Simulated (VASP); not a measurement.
# K2Cu4Se4N in VASP: single point with PBE+D3(BJ)

Aim: the single point of K2Cu4Se4N with PBE+D3(BJ).

All numbers are computed with VASP 6.6.1; they aren't measurements. Logs are shortened: lines on timing, memory, paths and dates and some standing lists are left out, and cuts for length are marked.

## (1) The cell of the first run

The cell holds a slab with vacuum, 22 atoms: a = 5.564 Å, b = 13.828 Å, c = 19.173 Å, α = 90.00°, β = 90.00°, γ = 90.00°.

## (2) Single point, PBE+D3(BJ)

Contents of INCAR:

```
SYSTEM = K2Cu4Se4N
ALGO     = Normal         ! electronic algorithm
EDIFF    = 1E-6           ! SCF threshold, eV
ENCUT    = 520            ! plane-wave cutoff, eV
GGA      = PE             ! functional
ISIF     = 2              ! what is computed and relaxed
ISMEAR   = -1             ! smearing method
IVDW     = 12             ! dispersion correction
LASPH    = .True.         ! aspherical terms in the spheres
LCHARG   = .True.         ! write CHGCAR
LELF     = .True.         ! ELF
LREAL    = Auto         
LVHAR    = .True.       
LWAVE    = .False.        ! write WAVECAR
NBANDS   = 108            ! bands
NELM     = 60             ! most SCF steps
PREC     = Accurate       ! precision mode
SIGMA    = 0.02           ! smearing width, eV
```

Contents of KPOINTS:

```
k-points
0
Gamma
  2 1 1
  0 0 0
```

Contents of POSCAR:

```
K2Cu4Se4N
1.0
    5.5637970000      0.0000000000      0.0000000000
    0.0000000000     13.8282270000      0.0000000000
    0.0000000000      0.0000000000     19.1728480000
K Cu Se N
4 8 8 2
Direct
    0.5000002696      0.0000000000      0.0521570922
    0.0000000000      0.4999990237      0.0521570922
    0.0423631560      0.0160107294      0.2235505127
    0.5106944053      0.4860637593      0.2043671342
    0.2528129621      0.7557367984      0.1215886132
    0.7360081613      0.7581955373      0.1170822405
    0.7626266738      0.2527800563      0.1050756779
    0.2705706193      0.2474069886      0.1193093483
    0.7658798479      0.7555415456      0.2665123095
    0.2769152074      0.7580509056      0.2713316248
    0.3451779423      0.2680531640      0.2737986553
    0.8850610473      0.2579940292      0.2348686017
    0.0000000000      0.8559014832      0.0521570922
    0.5000002696      0.6440955880      0.0521570922
    0.5000002696      0.3559024595      0.0521570922
    0.0000000000      0.1440965642      0.0521570922
    0.5279128624      0.8706900747      0.2074809126
    0.0346885409      0.6358081915      0.2216624259
    0.0108558957      0.3777635412      0.2969146785
    0.5345629972      0.1339723451      0.2341644809
    0.5682270579      0.1145193813      0.5048493578
    0.4378304960      0.0699872804      0.5382038182
```

Potentials or basis: VASP PAW PBE potentials, release 64 (K_sv, Cu, Se, N).

On the command line:

```
$ cat potpaw_PBE.64/K_sv/POTCAR potpaw_PBE.64/Cu/POTCAR potpaw_PBE.64/Se/POTCAR potpaw_PBE.64/N/POTCAR > POTCAR
$ mpirun -np 1 vasp_std > vasp.out
```

OUTCAR:

```text
SYSTEM = K2Cu4Se4N
   EDIFF = 1E-6
   ENCUT = 520
   GGA = PE
   ISIF = 2
   ISMEAR = -1
   IVDW = 12
   LASPH = .True.
   LREAL = Auto
   NELM = 60
   PREC = Accurate
 IVDW          = 12

 ion  position               nearest neighbor table
   1  0.500  0.000  0.052-
   2  0.000  0.500  0.052-
   3  0.042  0.016  0.224-  20 3.19  20 3.27
   4  0.511  0.486  0.204-
   5  0.253  0.756  0.122-  13 2.38  14 2.46   6 2.69  17 2.75
   6  0.736  0.758  0.117-  13 2.35  14 2.40  17 2.60   5 2.69
   7  0.763  0.253  0.105-  16 2.24  15 2.28  12 2.58   8 2.75
   8  0.271  0.247  0.119-  15 2.35  16 2.44   7 2.75
   9  0.766  0.756  0.267-  17 2.36  18 2.39  10 2.72
  10  0.277  0.758  0.271-  18 2.36  17 2.42   9 2.72
  11  0.345  0.268  0.274-  20 2.26  19 2.44  12 2.67
  12  0.885  0.258  0.235-  19 2.16   7 2.58  20 2.60  11 2.67
  13  0.000  0.856  0.052-   6 2.35   5 2.38
  14  0.500  0.644  0.052-   6 2.40   5 2.46
  15  0.500  0.356  0.052-   7 2.28   8 2.35
  16  0.000  0.144  0.052-   7 2.24   8 2.44
  17  0.528  0.871  0.207-   9 2.36  10 2.42   6 2.60   5 2.75
  18  0.035  0.636  0.222-  10 2.36   9 2.39
  19  0.011  0.378  0.297-  12 2.16  11 2.44
  20  0.535  0.134  0.234-  11 2.26  12 2.60   3 3.19   3 3.27
  21  0.568  0.115  0.505-  22 1.15
  22  0.438  0.070  0.538-  21 1.15

  LATTYP: Found a simple orthorhombic cell.
 ALAT       =     5.5637970000
 B/A-ratio  =     2.4853938776
 C/A-ratio  =     3.4460006359

  Lattice vectors:

 A1 = (   5.5637970000,   0.0000000000,   0.0000000000)
 A2 = (   0.0000000000,  13.8282270000,   0.0000000000)
 A3 = (   0.0000000000,   0.0000000000,  19.1728480000)

Analysis of symmetry for initial positions (statically):
=====================================================================
 Subroutine PRICEL returns:
 Original cell was already a primitive cell.

 Routine SETGRP: Setting up the symmetry group for a
 simple orthorhombic supercell.

 Subroutine GETGRP returns: Found  1 space group operations
 (whereof  1 operations were pure point group operations)
 out of a pool of  8 trial point group operations.

The static configuration has the point symmetry C_1 .

Analysis of symmetry for dynamics (positions and initial velocities):
=====================================================================
 Subroutine PRICEL returns:
 Original cell was already a primitive cell.

 Routine SETGRP: Setting up the symmetry group for a
 simple orthorhombic supercell.

 Subroutine GETGRP returns: Found  1 space group operations
 (whereof  1 operations were pure point group operations)
 out of a pool of  8 trial point group operations.

The dynamic configuration has the point symmetry C_1 .

 Subroutine INISYM returns: Found  1 space group operations
 (whereof  1 operations are pure point group operations),
 and found     1 'primitive' translations

----------------------------------------------------------------------------------------

                                     Primitive cell

  volume of cell :    1475.1100

  direct lattice vectors                    reciprocal lattice vectors
     5.563797000  0.000000000  0.000000000     0.179733373  0.000000000  0.000000000
     0.000000000 13.828227000  0.000000000     0.000000000  0.072315851  0.000000000
     0.000000000  0.000000000 19.172848000     0.000000000  0.000000000  0.052157092

  length of vectors
     5.563797000 13.828227000 19.172848000     0.179733373  0.072315851  0.052157092

  position of ions in fractional coordinates (direct lattice)
     0.500000270  0.000000000  0.052157092
     0.000000000  0.499999024  0.052157092
     0.042363156  0.016010729  0.223550513
     0.510694405  0.486063759  0.204367134
     0.252812962  0.755736798  0.121588613
     0.736008161  0.758195537  0.117082240
[... 14 lines left out ...]
     0.568227058  0.114519381  0.504849358
     0.437830496  0.069987280  0.538203818

  ion indices of the primitive-cell ions
   primitive index   ion index
                 1           1
                 2           2
                 3           3
                 4           4
                 5           5
                 6           6
[... 14 lines left out ...]
                21          21
                22          22

----------------------------------------------------------------------------------------

 KPOINTS: k-points

Automatic generation of k-mesh.
 Grid dimensions read from file:
 generate k-points for:    2    1    1

 Generating k-lattice:

  Cartesian coordinates                     Fractional coordinates (reciprocal lattice)
     0.089866686  0.000000000  0.000000000     0.500000000  0.000000000  0.000000000
     0.000000000  0.072315851  0.000000000     0.000000000  1.000000000  0.000000000
     0.000000000  0.000000000  0.052157092     0.000000000  0.000000000  1.000000000

  Length of vectors
     0.089866686  0.072315851  0.052157092

  Shift w.r.t. Gamma in fractional coordinates (k-lattice)
     0.000000000  0.000000000  0.000000000

 Subroutine IBZKPT returns following result:
 ===========================================

 Found      2 irreducible k-points:

 Following reciprocal coordinates:
            Coordinates               Weight
  0.000000  0.000000  0.000000      1.000000
  0.500000  0.000000  0.000000      1.000000
   k-points           NKPTS =      2   k-points in BZ     NKDIM =      2   number of bands    NBANDS=    108
   number of dos      NEDOS =    301   number of ions     NIONS =     22
   total plane-waves  NPLWV = 653184
   dimension x,y,z NGX =    42 NGY =  108 NGZ =  144
   dimension x,y,z NGXF=    84 NGYF=  216 NGZF=  288
   ions per type =               4   8   8   2
   NGX,Y,Z   is equivalent  to a cutoff of  12.55, 12.98, 12.49 a.u.
   NGXF,Y,Z  is equivalent  to a cutoff of  25.10, 25.97, 24.97 a.u.
 SYSTEM =  K2Cu4Se4N
   PREC   = accura    normal or accurate (medium, high low for compatibility)
   ISTART =      0    job   : 0-new  1-cont  2-samecut
   ICHARG =      2    charge: 1-file 2-atom 10-const
   ISPIN  =      1    spin polarized calculation?
   LNONCOLLINEAR =      F non collinear calculations
   LSORBIT =      F    spin-orbit coupling
   LASPH  =      T    aspherical Exc in radial PAW
   ENCUT  =  520.0 eV  38.22 Ry    6.18 a.u.  10.34 25.71 35.65*2*pi/ulx,y,z
   NELM   =     60;   NELMIN=  2; NELMDL= -5     # of ELM steps
   EDIFF  = 0.1E-05   stopping-criterion for ELM
   LREAL  =      T    real-space projection
   EDIFFG = 0.1E-04   stopping-criterion for IOM
   NSW    =      0    number of steps for IOM
   IBRION =     -1    ionic relax: 0-MD 1-quasi-New 2-CG
   NFREE  =      0    steps in history (QN), initial steepest desc. (CG)
   ISIF   =      2    stress and relaxation
   ISYM   =      2    0-nonsym 1-usesym 2-fastsym
   POTIM  = 0.5000    time-step for ionic-motion
   TEBEG  =    0.0;   TEEND  =   0.0 temperature during run
   PSTRESS=    0.0 pullay stress
   NELECT =     182.0000    total number of electrons
   NUPDOWN=      -1.0000    fix difference up-down
   EMIN   =  10.00;   EMAX   =-10.00  energy-range for DOS
   EFERMI =   0.00;   METHOD = LEGACY
   ISMEAR =    -1;   SIGMA  =   0.02  broadening in eV -4-tet -1-fermi 0-gaus
   EFERMI_NEDOS =   21; number of points for ismear=-14 and -15
   IALGO  =     38    algorithm
   IMIX   =      4    mixing-type and parameters
     AMIX     =   0.40;   BMIX     =  1.00
     AMIX_MAG =   1.60;   BMIX_MAG =  1.00
  volume/ion in A,a.u.               =      67.05       452.48
  Fermi-wavevector in a.u.,A,eV,Ry     =   0.814999  1.540125  9.037311  0.664224
  Thomas-Fermi vector in A             =   1.925008
   LORBIT       =      0    0 simple, 1 ext, 2 COOP (PROOUT), +10 PAW based schemes
   GGA     = PE    functional components
   LHFCALC =     F    Hartree Fock is set to
   AEXX    =    0.0000 exact exchange contribution
   IVDW    =    12    specifies the selected vdW correction
   LEPSILON=     F    determine dielectric tensor
   LRPA    =     F    only Hartree local field effects (RPA)
 non-spin polarized calculation
  energy-cutoff  :      520.00
  volume of cell :     1475.11
 maximum number of plane-waves:     39753
 NGX is ok and might be reduce to    42
   NGX = 21   NGY = 51   NGZ = 71

 number of electron     182.0000021 magnetization

 Free energy of the ion-electron system (eV)
  ---------------------------------------------------
  ext. energy  EPLUGINS =         0.00000000
  ---------------------------------------------------
  free energy    TOTEN  =       -83.62553470 eV

  energy without entropy =      -83.59890114  energy(sigma->0) =      -83.61221792

 E-fermi :  -2.3864     XC(G=0):  -3.9392

 val. band max:       -2.4017494730   @ k =   0.0000   0.0000   0.0000
 cond. band min:      -2.3715081790   @ k =   0.5000   0.0000   0.0000
 fundamental gap:      0.0302412940
 Fermi energy:        -2.3864112496

 k-point     1 :       0.0000    0.0000    0.0000
  band No.  band energies     occupation
      1     -32.6783      2.00000
      2     -32.5504      2.00000
      3     -32.4641      2.00000
      4     -32.3509      2.00000
      5     -25.2709      2.00000
      6     -16.2321      2.00000
[... 95 lines left out ...]
    102       0.9613      0.00000
    103       1.1896      0.00000

 k-point     2 :       0.5000    0.0000    0.0000
  band No.  band energies     occupation
      1     -32.6781      2.00000
      2     -32.5502      2.00000
      3     -32.4639      2.00000
      4     -32.3508      2.00000
      5     -25.2707      2.00000
      6     -16.2346      2.00000
[... 95 lines left out ...]
    102       1.5511      0.00000
    103       1.7019      0.00000
 [bands above 103 left out]

------------------------ aborting loop because EDIFF is reached ----------------------------------------

 Edisp (eV)   -4.14684

 E8    (eV) :    -1.9214

  FORCE on cell =-STRESS in cart. coord.  units (eV):
  Direction    XX          YY          ZZ          XY          YZ          ZX
  --------------------------------------------------------------------------------------
  -------------------------------------------------------------------------------------
  Total     -14.02241   -14.12939   -10.91167    -2.14860     1.96823     1.75204
  in kB     -15.23031   -15.34651   -11.85161    -2.33368     2.13777     1.90296
  external pressure =      -14.14 kB  Pullay stress =        0.00 kB

 VOLUME and BASIS-vectors are now :
 -----------------------------------------------------------------------------
  energy-cutoff  :      520.00
  volume of cell :     1475.11
      direct lattice vectors                 reciprocal lattice vectors
     5.563797000  0.000000000  0.000000000     0.179733373  0.000000000  0.000000000
     0.000000000 13.828227000  0.000000000     0.000000000  0.072315851  0.000000000
     0.000000000  0.000000000 19.172848000     0.000000000  0.000000000  0.052157092

 POSITION                                       TOTAL-FORCE (eV/Angst)
 -----------------------------------------------------------------------------------
      2.78190      0.00000      1.00000         0.010627      0.018258     -0.003265
      0.00000      6.91410      1.00000         0.029248      0.091188     -0.076189
      0.23570      0.22140      4.28610        -0.135649     -0.164945     -0.122908
      2.84140      6.72140      3.91830         0.077537      0.109418      0.161621
      1.40660     10.45050      2.33120         0.023430     -0.123523     -0.095353
      4.09500     10.48450      2.24480        -0.100589     -0.028180     -0.104006
[... 14 lines left out ...]
      3.16150      1.58360      9.67940        -2.790421     -2.374616      2.451121
      2.43600      0.96780     10.31890         2.788555      2.377020     -2.474681
 -----------------------------------------------------------------------------------
    total drift:                                0.013113      0.007812      0.000296

  FREE ENERGIE OF THE ION-ELECTRON SYSTEM (eV)
  ---------------------------------------------------
  free  energy   TOTEN  =       -87.7723773867 eV

  energy  without entropy=      -87.7457438212  energy(sigma->0) =      -87.75906060
```

It took 24 min on 1 thread of Intel Xeon Platinum 8259CL at 2.50GHz (Skylake/Cascade Lake), shared host; peak memory 1.3 GiB.

Results:

- Free energy: -87.7724 eV
- Largest force: 4.422 eV/Å
- Band gap on the k mesh: zero (bands 91 and 92 overlap by 0.03 eV)
- Dispersion energy per atom: -0.188 eV

Forces in eV/Å, atoms in the order of the input:
```
K    0.011  0.018 -0.003
K    0.029  0.091 -0.076
K   -0.136 -0.165 -0.123
K    0.078  0.109  0.162
Cu   0.023 -0.124 -0.095
Cu  -0.101 -0.028 -0.104
Cu  -0.201 -0.108  0.247
Cu  -0.233 -0.444  0.051
Cu   0.180 -0.249 -0.996
Cu   0.094 -0.086 -1.113
Cu  -0.936  0.320 -0.204
Cu  -1.171 -1.219 -0.783
Se   0.149 -0.138  0.420
Se  -0.036  0.349  0.697
Se  -0.232  0.338  0.376
Se   0.742 -0.112  0.540
Se  -0.100 -0.768  0.754
Se  -0.185  0.780  0.601
Se   1.300  0.485  0.202
Se   0.725  0.948 -0.528
N   -2.790 -2.375  2.451
N    2.789  2.377 -2.475
```

Levels at points of the mesh, in eV from the Fermi level:
```tsv
k point	band 88	band 89	band 90	band 91	band 92	band 93	band 94	band 95
(0.00, 0.00, 0.00)	-0.39	-0.33	-0.22	-0.10	-0.02	0.14	1.57	1.81
(0.50, 0.00, 0.00)	-0.36	-0.33	-0.14	0.01	0.13	0.15	1.90	2.07
```

Caveat: the k points lie up to 0.56 Å⁻¹ apart; the standard files for N, O and F lose accuracy on very short bonds. With open d or f shells a metallic result of PBE can be an artefact of self-interaction; +U or a hybrid may open a gap.
